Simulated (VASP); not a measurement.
Y: single point with PBE

Crystal: Y.

```
Y
1.0
     3.65150    0.00000    0.00000
    -1.82575    3.16229    0.00000
     0.00000    0.00000    5.74740
Y
2
Direct
  0.33333 0.66667 0.25000
  0.66667 0.33333 0.75000
```

```yaml
Program: VASP 6.6.1
Task: single point
Functional: PBE
Potentials_or_basis: VASP PAW PBE potentials, release 64 (Y_sv)
Cutoff: 500 eV
k_mesh: 3 × 3 × 1
Occupations: gaussian, width 0.1 eV
Spin: no spin polarisation
Dipole_correction: no
Further_INCAR_settings: ALGO = Normal; EDIFF = 1e-06; NBANDS = 18
```

- Pressure: -3.6 GPa
- Band gap on the k mesh: zero (band 11 reaches 3.81 eV, above the bottom of band 12 at 2.52 eV)

Stress tensor (GPa, compression positive):
```
-1.51  0.00  0.00
 0.00 -1.51  0.00
 0.00  0.00 -7.87
```

Levels at points of the mesh, in eV from the Fermi level:
| k point | band 7 | band 8 | band 9 | band 10 | band 11 | band 12 | band 13 | band 14 | band 15 | band 16 |
| --- | --- | --- | --- | --- | --- | --- | --- | --- | --- | --- |
| (0.00, 0.00, 0.00) | -21.99 | -21.95 | -4.28 | -1.45 | 1.21 | 2.15 | 2.15 | 2.42 | 2.75 | 2.75 |

Wall time 7.2 s on 1 thread of Intel(R) Xeon(R) 6975P-C (Granite Rapids), on a shared host, peak memory 0.18 GiB.

Caveat: the k points lie up to 1.09 Å⁻¹ apart.
